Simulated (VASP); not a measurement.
# IrS in VASP: notebook

The runs below take IrS through single point, with PBEsol.

Program: VASP 6.6.1. These are calculated values, not measurements. Logs are shortened: lines on timing, memory, paths and dates and some standing lists are left out, and cuts for length are marked.

## (1) The cell of the first run

The structure is cubic, space group Fm-3m (No. 225). Conventional cell: a = 4.845 Å, b = 4.845 Å, c = 4.845 Å, α = 90.00°, β = 90.00°, γ = 90.00°. Ir (site symmetry m-3m) has 6 S at 2.42 Å within 3.2 Å. Within 3.2 Å of S (site symmetry m-3m) lie 6 Ir at 2.42 Å.

## (2) Single point, PBEsol (volume scaled by 0.980)

The input, INCAR:

```
SYSTEM = IrS
ALGO     = Normal         ! electronic algorithm
EDIFF    = 1E-7           ! SCF threshold, eV
ENCUT    = 520            ! plane-wave cutoff, eV
GGA      = PS             ! functional
ISIF     = 2              ! what is computed and relaxed
ISMEAR   = 0              ! smearing method
LASPH    = .True.         ! aspherical terms in the spheres
LCHARG   = .False.        ! write CHGCAR
LREAL    = .False.        ! projectors in reciprocal space
LWAVE    = .False.        ! write WAVECAR
NBANDS   = 14             ! bands
NELM     = 80             ! most SCF steps
PREC     = Accurate       ! precision mode
SIGMA    = 0.05           ! smearing width, eV
```

The input, KPOINTS:

```
k-points
0
Gamma
  10 10 10
  0 0 0
```

The input, POSCAR:

```
IrS
1.0
    0.0000000000      2.4227457213      2.4227457213
    2.4227457213      0.0000000000      2.4227457213
    2.4227457213      2.4227457213      0.0000000000
Ir S
1 1
Direct
    0.5000000000      0.5000000000      0.5000000000
    0.0000000000      0.0000000000      0.0000000000
```

Potentials or basis: VASP PAW PBE potentials, release 64 (Ir, S).

Run with:

```sh
$ cat potpaw_PBE.64/Ir/POTCAR potpaw_PBE.64/S/POTCAR > POTCAR
$ mpirun -np 1 vasp_std > vasp.out
```

OUTCAR:

```text
SYSTEM = IrS
   EDIFF = 1E-7
   ENCUT = 520
   GGA = PS
   ISIF = 2
   ISMEAR = 0
   LASPH = .True.
   LREAL = .False.
   NELM = 80
   PREC = Accurate

 ion  position               nearest neighbor table
   1  0.500  0.500  0.500-   2 2.42   2 2.42   2 2.42   2 2.42   2 2.42   2 2.42
   2  0.000  0.000  0.000-   1 2.42   1 2.42   1 2.42   1 2.42   1 2.42   1 2.42

  LATTYP: Found a face centered cubic cell.
 ALAT       =     4.8454914426

  Lattice vectors:

 A1 = (   0.0000000000,   2.4227457213,   2.4227457213)
 A2 = (   2.4227457213,   0.0000000000,   2.4227457213)
 A3 = (   2.4227457213,   2.4227457213,   0.0000000000)

Analysis of symmetry for initial positions (statically):
=====================================================================
 Subroutine PRICEL returns:
 Original cell was already a primitive cell.

 Routine SETGRP: Setting up the symmetry group for a
 face centered cubic supercell.

 Subroutine GETGRP returns: Found 48 space group operations
[... 9 lines left out ...]

 Routine SETGRP: Setting up the symmetry group for a
 face centered cubic supercell.

 Subroutine GETGRP returns: Found 48 space group operations
[... 11 lines left out ...]
                                     Primitive cell

  volume of cell :      28.4416

  direct lattice vectors                    reciprocal lattice vectors
     0.000000000  2.422745721  2.422745721    -0.206377415  0.206377415  0.206377415
     2.422745721  0.000000000  2.422745721     0.206377415 -0.206377415  0.206377415
     2.422745721  2.422745721  0.000000000     0.206377415  0.206377415 -0.206377415

  length of vectors
     3.426279857  3.426279857  3.426279857     0.357456169  0.357456169  0.357456169

  position of ions in fractional coordinates (direct lattice)
     0.500000000  0.500000000  0.500000000
     0.000000000  0.000000000  0.000000000

  ion indices of the primitive-cell ions
   primitive index   ion index
                 1           1
                 2           2

----------------------------------------------------------------------------------------

 KPOINTS: k-points

Automatic generation of k-mesh.
 Grid dimensions read from file:
 generate k-points for:   10   10   10

 Generating k-lattice:

  Cartesian coordinates                     Fractional coordinates (reciprocal lattice)
    -0.020637742  0.020637742  0.020637742     0.100000000  0.000000000  0.000000000
     0.020637742 -0.020637742  0.020637742     0.000000000  0.100000000  0.000000000
     0.020637742  0.020637742 -0.020637742     0.000000000  0.000000000  0.100000000

  Length of vectors
     0.035745617  0.035745617  0.035745617

  Shift w.r.t. Gamma in fractional coordinates (k-lattice)
     0.000000000  0.000000000  0.000000000

 Subroutine IBZKPT returns following result:
 ===========================================

 Found     47 irreducible k-points:

 Following reciprocal coordinates:
            Coordinates               Weight
  0.000000  0.000000  0.000000      1.000000
  0.100000  0.000000  0.000000      8.000000
  0.200000  0.000000  0.000000      8.000000
  0.300000  0.000000  0.000000      8.000000
  0.400000  0.000000  0.000000      8.000000
  0.500000  0.000000  0.000000      4.000000
[... 16 lines left out ...]
  0.300000  0.300000  0.000000      6.000000
  0.400000  0.300000  0.000000     24.000000
 [... further k-points ...]
   k-points           NKPTS =     47   k-points in BZ     NKDIM =     47   number of bands    NBANDS=     14
   number of dos      NEDOS =    301   number of ions     NIONS =      2
   total plane-waves  NPLWV =  21952
   dimension x,y,z NGX =    28 NGY =   28 NGZ =   28
   dimension x,y,z NGXF=    56 NGYF=   56 NGZF=   56
   ions per type =               1   1
   NGX,Y,Z   is equivalent  to a cutoff of  13.59, 13.59, 13.59 a.u.
   NGXF,Y,Z  is equivalent  to a cutoff of  27.17, 27.17, 27.17 a.u.
 SYSTEM =  IrS
   PREC   = accura    normal or accurate (medium, high low for compatibility)
   ISTART =      0    job   : 0-new  1-cont  2-samecut
   ICHARG =      2    charge: 1-file 2-atom 10-const
   ISPIN  =      1    spin polarized calculation?
   LNONCOLLINEAR =      F non collinear calculations
   LSORBIT =      F    spin-orbit coupling
   LASPH  =      T    aspherical Exc in radial PAW
   ENCUT  =  520.0 eV  38.22 Ry    6.18 a.u.   6.37  6.37  6.37*2*pi/ulx,y,z
   NELM   =     80;   NELMIN=  2; NELMDL= -5     # of ELM steps
   EDIFF  = 0.1E-06   stopping-criterion for ELM
   LREAL  =      F    real-space projection
   EDIFFG = 0.1E-05   stopping-criterion for IOM
   NSW    =      0    number of steps for IOM
   IBRION =     -1    ionic relax: 0-MD 1-quasi-New 2-CG
   NFREE  =      0    steps in history (QN), initial steepest desc. (CG)
   ISIF   =      2    stress and relaxation
   ISYM   =      2    0-nonsym 1-usesym 2-fastsym
   POTIM  = 0.5000    time-step for ionic-motion
   TEBEG  =    0.0;   TEEND  =   0.0 temperature during run
   PSTRESS=    0.0 pullay stress
   NELECT =      15.0000    total number of electrons
   NUPDOWN=      -1.0000    fix difference up-down
   EMIN   =  10.00;   EMAX   =-10.00  energy-range for DOS
   EFERMI =   0.00;   METHOD = LEGACY
   ISMEAR =     0;   SIGMA  =   0.05  broadening in eV -4-tet -1-fermi 0-gaus
   EFERMI_NEDOS =   21; number of points for ismear=-14 and -15
   IALGO  =     38    algorithm
   IMIX   =      4    mixing-type and parameters
     AMIX     =   0.40;   BMIX     =  1.00
     AMIX_MAG =   1.60;   BMIX_MAG =  1.00
  volume/ion in A,a.u.               =      14.22        95.97
  Fermi-wavevector in a.u.,A,eV,Ry     =   1.322678  2.499499 23.803076  1.749477
  Thomas-Fermi vector in A             =   2.452341
   LORBIT       =      0    0 simple, 1 ext, 2 COOP (PROOUT), +10 PAW based schemes
   GGA     = PS    functional components
   LHFCALC =     F    Hartree Fock is set to
   AEXX    =    0.0000 exact exchange contribution
   IVDW    =     0    specifies the selected vdW correction
   LEPSILON=     F    determine dielectric tensor
   LRPA    =     F    only Hartree local field effects (RPA)
 non-spin polarized calculation
 Gauss-broadening in eV      SIGMA  =   0.05
  energy-cutoff  :      520.00
  volume of cell :       28.44
 maximum number of plane-waves:       785
 NGX is ok and might be reduce to    28
   NGX = 13   NGY = 13   NGZ = 13

 number of electron      14.9999999 magnetization

 Free energy of the ion-electron system (eV)
  ---------------------------------------------------
  ext. energy  EPLUGINS =         0.00000000
  ---------------------------------------------------
  free energy    TOTEN  =       -13.46964402 eV

  energy without entropy =      -13.46788992  energy(sigma->0) =      -13.46876697

 E-fermi :   9.6060     XC(G=0): -12.7867

 val. band max:        9.5837872325   @ k =  -0.4000   0.5000   0.1000
 cond. band min:       9.6130917693   @ k =  -0.3000   0.5000   0.2000
 fundamental gap:      0.0293045368
 Fermi energy:         9.6060075153

 k-point     1 :       0.0000    0.0000    0.0000
  band No.  band energies     occupation
      1      -7.1015      2.00000
      2       6.2823      2.00000
      3       6.2823      2.00000
      4       6.2824      2.00000
      5       6.3923      2.00000
      6       6.3923      2.00000
      7       7.2389      2.00000
      8       7.2389      2.00000
      9       7.2389      2.00000
     10      12.7368      0.00000
     11      19.7504      0.00000
     12      22.4917      0.00000
     13      22.4917      0.00000
     14      22.4917      0.00000

 k-point     2 :       0.1000    0.0000    0.0000
  band No.  band energies     occupation
      1      -6.9385      2.00000
      2       5.4011      2.00000
      3       5.4011      2.00000
      4       5.4112      2.00000
      5       6.4479      2.00000
      6       6.4479      2.00000
      7       7.4406      2.00000
      8       8.4269      2.00000
      9       8.4269      2.00000
     10      13.4928      0.00000
     11      19.6346      0.00000
     12      22.0346      0.00000
     13      22.0346      0.00000
     14      22.0838      0.00000

 k-point     3 :       0.2000    0.0000    0.0000
  band No.  band energies     occupation
      1      -6.4710      2.00000
      2       3.7949      2.00000
      3       4.3478      2.00000
      4       4.3478      2.00000
      5       6.8718      2.00000
      6       6.8718      2.00000
      7       7.7124      2.00000
      8      10.0904      0.00000
      9      10.0904      0.00000
     10      14.9145      0.00000
     11      18.5521      0.00000
     12      20.5636      0.00000
     13      20.5636      0.00000
     14      22.5809      0.00000
[... 324 lines left out ...]
 k-point    23 :       0.3000    0.3000    0.0000
  band No.  band energies     occupation
      1      -5.7287      2.00000
      2       2.0058      2.00000
      3       5.1546      2.00000
      4       5.2715      2.00000
      5       5.2715      2.00000
      6       6.9629      2.00000
      7       9.2973      2.00000
      8       9.2973      2.00000
      9      10.5291      0.00000
     10      14.0050      0.00000
     11      19.7900      0.00000
     12      20.0662      0.00000
     13      20.3441      0.00000
     14      20.3441      0.00000

 k-point    24 :       0.4000    0.3000    0.0000
  band No.  band energies     occupation
      1      -5.4275      2.00000
      2       1.9579      2.00000
      3       4.2445      2.00000
      4       4.8156      2.00000
      5       5.8468      2.00000
      6       7.6695      2.00000
      7       9.1178      2.00000
      8       9.3700      2.00000
      9      11.3350      0.00000
     10      12.4876      0.00000
     11      18.9934      0.00000
     12      20.2403      0.00000
     13      20.6714      0.00000
     14      22.5259      0.00000

 [... further k-points ...]

------------------------ aborting loop because EDIFF is reached ----------------------------------------

  FORCE on cell =-STRESS in cart. coord.  units (eV):
  Direction    XX          YY          ZZ          XY          YZ          ZX
  --------------------------------------------------------------------------------------
  -------------------------------------------------------------------------------------
  Total        1.0251724      1.0251724      1.0251724     -0.0000000      0.0000000     -0.0000000
  in kB       57.7502643     57.7502643     57.7502643     -0.0000000      0.0000000     -0.0000000
  external PRESSURE =      57.7502643 kB  Pullay stress =       0.0000000 kB

 VOLUME and BASIS-vectors are now :
 -----------------------------------------------------------------------------
  energy-cutoff  :      520.00
  volume of cell :       28.44
      direct lattice vectors                 reciprocal lattice vectors
     0.000000000  2.422745721  2.422745721    -0.206377415  0.206377415  0.206377415
     2.422745721  0.000000000  2.422745721     0.206377415 -0.206377415  0.206377415
     2.422745721  2.422745721  0.000000000     0.206377415  0.206377415 -0.206377415

 POSITION                                       TOTAL-FORCE (eV/Angst)
 -----------------------------------------------------------------------------------
      2.42275      2.42275      2.42275         0.000000     -0.000000      0.000000
      0.00000      0.00000      0.00000         0.000000      0.000000     -0.000000
 -----------------------------------------------------------------------------------
    total drift:                                0.000000      0.000000      0.000000

  FREE ENERGIE OF THE ION-ELECTRON SYSTEM (eV)
  ---------------------------------------------------
  free  energy   TOTEN  =       -13.4696440240 eV

  energy  without entropy=      -13.4678899188  energy(sigma->0) =      -13.46876697
```

Run time: 19 s. Hardware: 1 thread of AMD EPYC 7R43 (Zen 3), shared host; peak memory 0.14 GiB.

What came out:

- Free energy: -13.4696 eV
- Pressure: 5.8 GPa

Caveat: the PAW data sets were made with another functional, which shifts forces and pressure a little; spin-orbit coupling is left out, which moves the levels of the heavy elements.

## (3) Single point, PBEsol (volume scaled by 1.020)

The input, INCAR:

```
PREC     = Accurate       # precision mode
ENCUT    = 520            # plane-wave cutoff, eV
EDIFF    = 1E-6           # SCF threshold, eV
ISMEAR   = 0              # smearing method
SIGMA    = 0.05           # smearing width, eV
LREAL    = F              # projectors in reciprocal space
LASPH    = T              # aspherical terms in the spheres
NELM     = 100            # most SCF steps
ALGO     = Normal         # electronic algorithm
ISIF     = 2              # what is computed and relaxed
LWAVE    = F              # write WAVECAR
LCHARG   = F              # write CHGCAR
GGA      = PS             # functional
NBANDS   = 14             # bands
```

The input, KPOINTS:

```
regular mesh
0
Gamma
  10 10 10
```

The input, POSCAR:

```
IrS
1.0
    0.0000000000      2.4552696791      2.4552696791
    2.4552696791      0.0000000000      2.4552696791
    2.4552696791      2.4552696791      0.0000000000
Ir S
1 1
Direct
    0.5000000000      0.5000000000      0.5000000000
    0.0000000000      0.0000000000      0.0000000000
```

Potentials or basis: VASP PAW PBE potentials, release 64 (Ir, S).

Run with:

```sh
$ cat potpaw_PBE.64/Ir/POTCAR potpaw_PBE.64/S/POTCAR > POTCAR
$ mpirun -np 1 vasp_std > vasp.out
```

Run time: 17 s. Hardware: 1 thread of AMD EPYC 7R43 (Zen 3), shared host; peak memory 0.14 GiB.

It converged, with:

```yaml
Free_energy: -13.4789 eV
Pressure: -3.0 GPa
```

Levels at points of the mesh, in eV from the Fermi level:
| k point | band 5 | band 6 | band 7 | band 8 | band 9 | band 10 | band 11 | band 12 |
| --- | --- | --- | --- | --- | --- | --- | --- | --- |
| (0.00, 0.00, 0.00) | -2.98 | -2.98 | -2.29 | -2.29 | -2.29 | 2.79 | 10.26 | 12.66 |
| (0.50, 0.00, 0.00) | -1.17 | -1.17 | -0.54 | 3.18 | 4.30 | 4.30 | 6.49 | 6.49 |
| (0.50, 0.50, 0.00) | -3.96 | -2.14 | -0.59 | -0.59 | -0.14 | 1.62 | 10.39 | 11.69 |

Caveat: the PAW data sets were made with another functional, which shifts forces and pressure a little; spin-orbit coupling is left out, which moves the levels of the heavy elements.

## (4) Single point, PBEsol (volume scaled by 1.040)

INCAR is that of step 3.

The input, KPOINTS:

```
Automatic mesh
0
Gamma
  10 10 10
```

The input, POSCAR:

```
IrS
1.0
    0.0000000000      2.4712134354      2.4712134354
    2.4712134354      0.0000000000      2.4712134354
    2.4712134354      2.4712134354      0.0000000000
Ir S
1 1
Direct
    0.5000000000      0.5000000000      0.5000000000
    0.0000000000      0.0000000000      0.0000000000
```

Run with:

```sh
$ cat potpaw_PBE.64/Ir/POTCAR potpaw_PBE.64/S/POTCAR > POTCAR
$ mpirun -np 1 vasp_std > vasp.out
```

It took 17 s on 1 thread of AMD EPYC 7R43 (Zen 3), shared host; peak memory 0.14 GiB.

The run converged. Its results:

```yaml
Free_energy: -13.4615 eV
Pressure: -6.7 GPa
```

Levels at points of the mesh, in eV from the Fermi level:
```tsv
k point	band 6	band 7	band 8	band 9	band 10	band 11
(0.00, 0.00, 0.00)	-2.88	-2.25	-2.25	-2.25	2.63	10.31
(0.50, 0.00, 0.00)	-1.12	-0.52	3.22	4.18	4.18	6.51
(0.50, 0.50, 0.00)	-2.06	-0.56	-0.56	-0.12	1.53	10.29
```

Caveat: the PAW data sets were made with another functional, which shifts forces and pressure a little; spin-orbit coupling is left out, which moves the levels of the heavy elements.

(Continued in part 2 of 2.)
